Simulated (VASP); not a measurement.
# AuS2 (Pnnm) in VASP: notebook

The runs below take AuS2 through single point, relaxation of cell and atoms, with PBE.

All numbers are computed with VASP 6.6.1; they aren't measurements. Logs are shortened: lines on timing, memory, paths and dates and some standing lists are left out, and cuts for length are marked.

### Step 1. The cell of the first run

The structure is orthorhombic, space group Pnnm (No. 58). The conventional cell has a = 4.760 Å, b = 7.853 Å, c = 3.803 Å, α = 90.00°, β = 90.00°, γ = 90.00°. S (site symmetry m) has 1 S at 2.06 Å and 2 Au at 2.49 Å within 2.7 Å. Au (site symmetry 2/m) has 4 S at 2.49 Å within 3.3 Å.

### Step 2. Single point, PBE

Contents of INCAR:

```
PREC     = Accurate       # precision mode
ENCUT    = 520            # plane-wave cutoff, eV
EDIFF    = 1E-7           # SCF threshold, eV
ISMEAR   = 0              # smearing method
SIGMA    = 0.1            # smearing width, eV
LREAL    = False          # projectors in reciprocal space
LASPH    = True           # aspherical terms in the spheres
NELM     = 100            # most SCF steps
ALGO     = Normal         # electronic algorithm
ISIF     = 2              # what is computed and relaxed
LWAVE    = False          # write WAVECAR
LCHARG   = True           # write CHGCAR
GGA      = PE             # functional
LELF     = True           # ELF
LVHAR    = True         
NBANDS   = 32             # bands
```

Contents of KPOINTS:

```
Automatic mesh
0
Gamma
  4 4 4
```

Contents of POSCAR:

```
AuS2
1.0
    4.7602293545      0.0000000000      0.0000000000
    0.0000000000      7.8532125324      0.0000000000
    0.0000000000      0.0000000000      3.8032160011
S Au
4 2
Direct
    0.3176190752      0.9293982825      0.5000000000
    0.8176190752      0.5706017175      0.0000000000
    0.6823809248      0.0706017175      0.5000000000
    0.1823809248      0.4293982825      0.0000000000
    0.5000000000      0.5000000000      0.5000000000
    0.0000000000      0.0000000000      0.0000000000
```

Potentials or basis: VASP PAW PBE potentials, release 64 (S, Au).

The run is started by

```bash
$ cat potpaw_PBE.64/S/POTCAR potpaw_PBE.64/Au/POTCAR > POTCAR
$ mpirun -np 1 vasp_std > vasp.out
```

OUTCAR:

```text
PREC = Accurate
   ENCUT = 520
   EDIFF = 1E-7
   ISMEAR = 0
   LREAL = False
   LASPH = True
   NELM = 100
   ISIF = 2
   GGA = PE

 ion  position               nearest neighbor table
   1  0.318  0.929  0.500-   3 2.06   6 2.49   6 2.49
   2  0.818  0.571  0.000-   4 2.06   5 2.49   5 2.49
   3  0.682  0.071  0.500-   1 2.06   6 2.49   6 2.49
   4  0.182  0.429  0.000-   2 2.06   5 2.49   5 2.49
   5  0.500  0.500  0.500-   2 2.49   4 2.49   2 2.49   4 2.49
   6  0.000  0.000  0.000-   1 2.49   3 2.49   1 2.49   3 2.49

  LATTYP: Found a simple orthorhombic cell.
 ALAT       =     3.8032160011
 B/A-ratio  =     1.2516326586
 C/A-ratio  =     2.0648873296

  Lattice vectors:

 A1 = (   0.0000000000,   0.0000000000,   3.8032160011)
 A2 = (   4.7602293545,   0.0000000000,   0.0000000000)
 A3 = (   0.0000000000,   7.8532125324,   0.0000000000)

Analysis of symmetry for initial positions (statically):
=====================================================================
 Subroutine PRICEL returns:
 Original cell was already a primitive cell.

 Routine SETGRP: Setting up the symmetry group for a
 simple orthorhombic supercell.

 Subroutine GETGRP returns: Found  8 space group operations
 (whereof  4 operations were pure point group operations)
 out of a pool of  8 trial point group operations.

The static configuration has the point symmetry C_2h.
 The point group associated with its full space group is D_2h.

Analysis of symmetry for dynamics (positions and initial velocities):
=====================================================================
 Subroutine PRICEL returns:
 Original cell was already a primitive cell.

 Routine SETGRP: Setting up the symmetry group for a
 simple orthorhombic supercell.

 Subroutine GETGRP returns: Found  8 space group operations
 (whereof  4 operations were pure point group operations)
 out of a pool of  8 trial point group operations.

The dynamic configuration has the point symmetry C_2h.
 The point group associated with its full space group is D_2h.

 Subroutine INISYM returns: Found  8 space group operations
 (whereof  4 operations are pure point group operations),
 and found     1 'primitive' translations

----------------------------------------------------------------------------------------

                                     Primitive cell

  volume of cell :     142.1760

  direct lattice vectors                    reciprocal lattice vectors
     4.760229354  0.000000000  0.000000000     0.210073911  0.000000000  0.000000000
     0.000000000  7.853212532  0.000000000     0.000000000  0.127336424  0.000000000
     0.000000000  0.000000000  3.803216001     0.000000000  0.000000000  0.262935368

  length of vectors
     4.760229354  7.853212532  3.803216001     0.210073911  0.127336424  0.262935368

  position of ions in fractional coordinates (direct lattice)
     0.317619075  0.929398283  0.500000000
     0.817619075  0.570601717  0.000000000
     0.682380925  0.070601717  0.500000000
     0.182380925  0.429398283  0.000000000
     0.500000000  0.500000000  0.500000000
     0.000000000  0.000000000  0.000000000

  ion indices of the primitive-cell ions
   primitive index   ion index
                 1           1
                 2           2
                 3           3
                 4           4
                 5           5
                 6           6

----------------------------------------------------------------------------------------

 KPOINTS: Automatic mesh

Automatic generation of k-mesh.
 Grid dimensions read from file:
 generate k-points for:    4    4    4

 Generating k-lattice:

  Cartesian coordinates                     Fractional coordinates (reciprocal lattice)
     0.052518478  0.000000000  0.000000000     0.250000000  0.000000000  0.000000000
     0.000000000  0.031834106  0.000000000     0.000000000  0.250000000  0.000000000
     0.000000000  0.000000000  0.065733842     0.000000000  0.000000000  0.250000000

  Length of vectors
     0.052518478  0.031834106  0.065733842

[... 48 lines left out ...]

 E-fermi :   4.2787     XC(G=0):  -9.2371

 val. band max:        4.2735096949   @ k =   0.0000   0.2500   0.2500
 cond. band min:       4.3012691070   @ k =   0.2500   0.2500   0.5000
 fundamental gap:      0.0277594121
 Fermi energy:         4.2787151430

 k-point     1 :       0.0000    0.0000    0.0000
  band No.  band energies     occupation
      1     -11.6511      2.00000
      2     -11.4864      2.00000
      3      -7.1397      2.00000
      4      -6.9901      2.00000
      5      -3.3868      2.00000
      6      -3.3074      2.00000
[... 24 lines left out ...]
     31      11.2017      0.00000
     32      11.6249      0.00000

 k-point     2 :       0.2500    0.0000    0.0000
  band No.  band energies     occupation
      1     -11.4459      2.00000
      2     -11.3127      2.00000
      3      -7.7860      2.00000
      4      -7.7648      2.00000
      5      -2.6994      2.00000
      6      -2.3547      2.00000
[... 24 lines left out ...]
     31      10.3535      0.00000
     32      10.5403      0.00000

 k-point     3 :       0.5000    0.0000    0.0000
  band No.  band energies     occupation
      1     -11.1394      2.00000
      2     -11.1394      2.00000
      3      -8.4026      2.00000
      4      -8.4026      2.00000
      5      -2.1302      2.00000
      6      -2.1302      2.00000
[... 24 lines left out ...]
     31       9.5247      0.00000
     32       9.5247      0.00000

 k-point     4 :       0.0000    0.2500    0.0000
  band No.  band energies     occupation
      1     -11.6277      2.00000
      2     -11.5113      2.00000
      3      -7.1175      2.00000
      4      -7.0116      2.00000
      5      -3.3776      2.00000
      6      -3.3216      2.00000
[... 654 lines left out ...]
     31      11.6298      0.00000
     32      11.6298      0.00000

 k-point    23 :       0.2500    0.2500    0.5000
  band No.  band energies     occupation
      1     -11.1360      2.00000
      2     -11.1359      2.00000
      3      -7.4818      2.00000
      4      -7.4811      2.00000
      5      -2.4183      2.00000
      6      -2.3758      2.00000
[... 24 lines left out ...]
     31      10.8513      0.00000
     32      11.2364      0.00000

 k-point    24 :       0.5000    0.2500    0.5000
  band No.  band energies     occupation
      1     -11.1009      2.00000
      2     -11.1009      2.00000
      3      -7.5579      2.00000
      4      -7.5579      2.00000
      5      -2.2688      2.00000
      6      -2.2688      2.00000
[... 24 lines left out ...]
     31      11.2631      0.00000
     32      11.2631      0.00000

 [... further k-points ...]

------------------------ aborting loop because EDIFF is reached ----------------------------------------

  FORCE on cell =-STRESS in cart. coord.  units (eV):
  Direction    XX          YY          ZZ          XY          YZ          ZX
  --------------------------------------------------------------------------------------
  -------------------------------------------------------------------------------------
  Total       -0.5547784     -0.1766920     -0.3882390     -0.0000000      0.0000000      0.0000000
  in kB       -6.2517831     -1.9911376     -4.3750553     -0.0000000      0.0000000      0.0000000
  external PRESSURE =      -4.2059920 kB  Pullay stress =       0.0000000 kB

 VOLUME and BASIS-vectors are now :
 -----------------------------------------------------------------------------
  energy-cutoff  :      520.00
  volume of cell :      142.18
      direct lattice vectors                 reciprocal lattice vectors
     4.760229354  0.000000000  0.000000000     0.210073911  0.000000000  0.000000000
     0.000000000  7.853212532  0.000000000     0.000000000  0.127336424  0.000000000
     0.000000000  0.000000000  3.803216001     0.000000000  0.000000000  0.262935368

 POSITION                                       TOTAL-FORCE (eV/Angst)
 -----------------------------------------------------------------------------------
      1.51194      7.29876      1.90161         0.112608      0.079088     -0.000000
      3.89205      4.48106      0.00000         0.112608     -0.079088      0.000000
      3.24829      0.55445      1.90161        -0.112608     -0.079088      0.000000
      0.86818      3.37216      0.00000        -0.112608      0.079088     -0.000000
      2.38011      3.92661      1.90161        -0.000000      0.000000      0.000000
      0.00000      0.00000      0.00000        -0.000000      0.000000      0.000000
 -----------------------------------------------------------------------------------
    total drift:                                0.000000      0.000000      0.000000

  FREE ENERGIE OF THE ION-ELECTRON SYSTEM (eV)
  ---------------------------------------------------
  free  energy   TOTEN  =       -22.5293644070 eV

  energy  without entropy=      -22.5129735892  energy(sigma->0) =      -22.52116900
```

Run time: 55 s. Hardware: 1 thread of Intel Xeon 6975P-C (Granite Rapids), shared host; peak memory 0.28 GiB.

Results:

```
Free energy            : -22.5294 eV
Pressure               : -0.4 GPa
Largest force          : 0.138 eV/Å
Band gap on the k mesh : zero (bands 23 and 24 overlap by 2.67 eV)
```

Forces on the atoms (eV/Å):
```
S    0.113  0.079  0.000
S    0.113 -0.079  0.000
S   -0.113 -0.079  0.000
S   -0.113  0.079  0.000
Au   0.000  0.000  0.000
Au   0.000  0.000  0.000
```

Stress tensor (GPa, compression positive):
```
-0.63  0.00  0.00
 0.00 -0.20  0.00
 0.00  0.00 -0.44
```

Caveat: the k points lie up to 0.41 Å⁻¹ apart, too coarse for converged energies and pressures of a metal; spin-orbit coupling is left out, which moves the levels of the heavy elements.

### Step 3. Relaxation of cell and atoms, PBE

This run uses another cell than the first one, of 21.24 Å³/atom.

Contents of INCAR:

```
SYSTEM = AuS2
PREC = Accurate
ENCUT = 600
EDIFF = 1E-7
ISMEAR = 0
SIGMA = 0.1
LREAL = .FALSE.
LASPH = .TRUE.
NELM = 60
ALGO = Normal
ISIF = 3
LWAVE = .FALSE.
LCHARG = .FALSE.
GGA = PE
IBRION = 2
NSW = 90
EDIFFG = -0.04
```

Contents of KPOINTS:

```
Automatic mesh
0
G
  4 4 4
  0 0 0
```

Contents of POSCAR:

```
AuS2
1.0
    5.6850176610      0.0000000000      0.0000000000
    0.0000000000      5.8581191603      0.0000000000
    0.0000000000      0.0000000000      3.8264541949
S Au
4 2
Direct
    0.2250000000      0.8250000000      0.5000000000
    0.7250000000      0.6750000000      0.0000000000
    0.7750000000      0.1750000000      0.5000000000
    0.2750000000      0.3250000000      0.0000000000
    0.5000000000      0.5000000000      0.5000000000
    0.0000000000      0.0000000000      0.0000000000
```

Potentials or basis: VASP PAW PBE potentials, release 64 (S, Au).

The run is started by

```bash
$ cat potpaw_PBE.64/S/POTCAR potpaw_PBE.64/Au/POTCAR > POTCAR
$ mpirun -np 1 vasp_std > vasp.out
```

It took 45 min on 1 thread of Intel Xeon 6975P-C (Granite Rapids), shared host; peak memory 0.33 GiB.

It converged, with:

| Property | Result |
| --- | --- |
| Free energy | -22.5194 eV |
| Relaxed volume | 23.80 Å³/atom |
| Relaxed cell | a = 4.766 Å, b = 7.945 Å, c = 3.770 Å, α = 90.00°, β = 90.00°, γ = 90.00° |
| Space group after relaxing (to 0.1 Å) | Pnnm (No. 58) |
| Energy gained by relaxing | 357.3 meV/atom |
| Ionic steps | 85 |
| Pressure after relaxing | -0.2 GPa |
| Largest force after relaxing | 0.040 eV/Å |
| Band gap on the k mesh | zero (bands 23 and 24 overlap by 2.63 eV) |

Forces on the atoms (eV/Å):
```
S   -0.039  0.008  0.000
S   -0.039 -0.008  0.000
S    0.039 -0.008  0.000
S    0.039  0.008  0.000
Au   0.000  0.000  0.000
Au   0.000  0.000  0.000
```

Stress tensor (GPa, compression positive):
```
-0.21  0.00  0.00
 0.00 -0.19  0.00
 0.00  0.00 -0.06
```

The path:
```tsv
step	energy change (eV)	largest force (eV/Å)	pressure (GPa)	volume (Å³)
1	0.0000	0.6314	-1.57	127.43
4	-0.1471	0.3563	2.10	123.23
7	-0.3268	0.3000	2.03	128.52
10	-0.4151	0.1513	-0.63	134.31
13	-0.5333	0.2551	1.54	140.45
16	-0.5345	0.3484	3.03	143.69
19	-0.5538	0.2887	2.01	147.48
22	-0.6584	0.4877	-1.26	151.20
25	-0.7861	0.4778	1.12	146.02
28	-0.8619	0.3659	-1.23	147.64
31	-0.9509	0.5642	0.13	144.01
34	-1.1770	0.3349	2.33	141.81
37	-1.2173	0.0805	0.07	145.65
40	-1.2281	0.1914	-0.52	148.65
43	-1.2399	0.0838	0.01	150.28
46	-1.2614	0.3036	-0.17	151.31
49	-1.7373	0.9821	-1.95	158.44
52	-1.7548	1.1068	-1.99	158.05
55	-1.7561	1.1411	-1.97	157.87
58	-1.7587	1.1135	-1.98	157.97
61	-1.7793	1.0907	-1.79	157.54
64	-1.9054	0.8198	-0.13	154.12
67	-1.9777	0.5181	1.37	151.51
70	-2.0575	0.5667	-0.26	154.23
73	-2.1062	0.1534	-0.26	152.41
76	-2.1239	0.1400	0.07	149.98
79	-2.1302	0.0495	-0.54	149.01
82	-2.1405	0.0288	0.13	144.31
85	-2.1435	0.0399	-0.15	142.77
```

Final structure:
```
CELL_PARAMETERS angstrom
4.76644 0.00000 0.00000
0.00000 7.94474 0.00000
0.00000 0.00000 3.77031
ATOMIC_POSITIONS crystal
S 0.32113 0.92858 0.50000
S 0.82113 0.57142 0.00000
S 0.67887 0.07142 0.50000
S 0.17887 0.42858 0.00000
Au 0.50000 0.50000 0.50000
Au 0.00000 0.00000 0.00000
```

Levels at points of the mesh, in eV from the Fermi level:
| k point | band 19 | band 20 | band 21 | band 22 | band 23 | band 24 | band 25 | band 26 | band 27 |
| --- | --- | --- | --- | --- | --- | --- | --- | --- | --- |
| (0.00, 0.00, 0.00) | -3.48 | -3.13 | -1.88 | -0.86 | 1.42 | 1.74 | 1.82 | 1.89 | 2.62 |
| (0.50, 0.00, 0.00) | -1.56 | -1.56 | -0.75 | -0.75 | -0.69 | -0.69 | 1.41 | 1.41 | 3.46 |
| (0.00, 0.50, 0.00) | -2.91 | -2.91 | -1.71 | -1.71 | 1.41 | 1.41 | 1.81 | 1.81 | 3.35 |
| (0.50, 0.50, 0.00) | -1.56 | -1.56 | -1.13 | -1.13 | -0.69 | -0.69 | 1.76 | 1.76 | 3.42 |
| (0.00, 0.00, 0.50) | -2.65 | -2.65 | -1.59 | -1.59 | -1.21 | -1.21 | 2.36 | 2.36 | 2.90 |
| (0.50, 0.00, 0.50) | -3.27 | -3.27 | -1.99 | -1.99 | 1.24 | 1.24 | 2.12 | 2.12 | 3.64 |
| (0.00, 0.50, 0.50) | -2.71 | -2.71 | -1.98 | -1.98 | -1.14 | -1.14 | 2.34 | 2.34 | 3.19 |
| (0.50, 0.50, 0.50) | -2.69 | -2.69 | -2.36 | -2.36 | 1.00 | 1.00 | 1.94 | 1.94 | 3.71 |

Caveat: the k points lie up to 0.42 Å⁻¹ apart in the final cell, too coarse for converged energies and pressures of a metal; a cell axis changed by over 15 % at a fixed basis, so the end point is rough; spin-orbit coupling is left out, which moves the levels of the heavy elements.

### Step 4. Single point, PBE

Contents of INCAR:

```
SYSTEM = AuS2
PREC     = Accurate       ! precision mode
ENCUT    = 520            ! plane-wave cutoff, eV
EDIFF    = 1E-6           ! SCF threshold, eV
ISMEAR   = 0              ! smearing method
SIGMA    = 0.1            ! smearing width, eV
LREAL    = .False.        ! projectors in reciprocal space
LASPH    = .True.         ! aspherical terms in the spheres
NELM     = 100            ! most SCF steps
ALGO     = Normal         ! electronic algorithm
ISIF     = 2              ! what is computed and relaxed
LWAVE    = .False.        ! write WAVECAR
LCHARG   = .False.        ! write CHGCAR
GGA      = PE             ! functional
NBANDS   = 32             ! bands
```

Contents of KPOINTS:

```
Automatic mesh
0
Gamma
  8 6 10
  0 0 0
```

Contents of POSCAR:

```
AuS2
1.0
    4.7608764223      0.0000000000      0.0000000000
    0.0000000000      7.9145284364      0.0000000000
    0.0000000000      0.0000000000      3.7678140759
S Au
4 2
Direct
    0.3203949388      0.9278903056      0.5000000000
    0.8203949388      0.5721096944      0.0000000000
    0.6796050612      0.0721096944      0.5000000000
    0.1796050612      0.4278903056      0.0000000000
    0.5000000000      0.5000000000      0.5000000000
    0.0000000000      0.0000000000      0.0000000000
```

The run is started by

```bash
$ cat potpaw_PBE.64/S/POTCAR potpaw_PBE.64/Au/POTCAR > POTCAR
$ mpirun -np 1 vasp_std > vasp.out
```

It took 2.7 min on 1 thread of Intel Xeon 6975P-C (Granite Rapids), shared host; peak memory 0.54 GiB.

The run converged. Its results:

```
Free energy            : -22.5577 eV
Pressure               : -0.3 GPa
Largest force          : 0.120 eV/Å
Band gap on the k mesh : zero (bands 23 and 24 overlap by 2.66 eV)
```

Forces on the atoms (eV/Å):
```
S    0.102  0.063  0.000
S    0.102 -0.063  0.000
S   -0.102 -0.063  0.000
S   -0.102  0.063  0.000
Au   0.000  0.000  0.000
Au   0.000  0.000  0.000
```

Stress tensor (GPa, compression positive):
```
-0.54  0.00  0.00
 0.00 -0.18  0.00
 0.00  0.00 -0.15
```

Levels at points of the mesh, in eV from the Fermi level:
```tsv
k point	band 20	band 21	band 22	band 23	band 24	band 25
(0.00, 0.00, 0.00)	-3.15	-1.90	-0.85	1.37	1.74	1.80
(0.50, 0.00, 0.00)	-1.57	-0.74	-0.74	-0.65	-0.65	1.41
(0.00, 0.50, 0.00)	-2.90	-1.72	-1.72	1.38	1.38	1.81
(0.50, 0.50, 0.00)	-1.58	-1.14	-1.14	-0.66	-0.66	1.78
(0.00, 0.00, 0.50)	-2.67	-1.59	-1.59	-1.18	-1.18	2.40
(0.50, 0.00, 0.50)	-3.29	-1.99	-1.99	1.25	1.25	2.08
(0.00, 0.50, 0.50)	-2.73	-2.00	-2.00	-1.11	-1.11	2.38
(0.50, 0.50, 0.50)	-2.69	-2.37	-2.37	1.00	1.00	1.91
```

Caveat: spin-orbit coupling is left out, which moves the levels of the heavy elements.

### Step 5. The runs side by side

| task | cell | k mesh | cutoff (eV) | gap on the mesh (eV) | pressure (GPa) | largest force (eV/Å) |
| --- | --- | --- | --- | --- | --- | --- |
| single point | a = 4.760, b = 7.853, c = 3.803 Å, 6 atoms, atomic positions A | 4 × 4 × 4 | 520 | none | -0.4 | 0.14 |
| relaxation of cell and atoms | relaxed from a = 5.685, b = 5.858, c = 3.826 Å, 6 atoms, atomic positions B | 4 × 4 × 4 | 600 | none | -0.2 | 0.04 |
| single point | a = 4.761, b = 7.915, c = 3.768 Å, 6 atoms, atomic positions C | 8 × 6 × 10 | 520 | none | -0.3 | 0.12 |

Alike in all rows: level PBE; potentials or basis VASP PAW PBE potentials, release 64 (S, Au); no spin polarisation; smearing gaussian 0.1 eV.

Caveats: some runs use coarse meshes; spin-orbit coupling is left out, which moves the levels of the heavy elements; a cell axis changed by over 15 % at a fixed basis, so the end point is rough (at least some runs).

Absolute energies hang on the potentials; compare differences alone.

The gap in the log of VASP goes by the Fermi energy; the results here count the filled bands.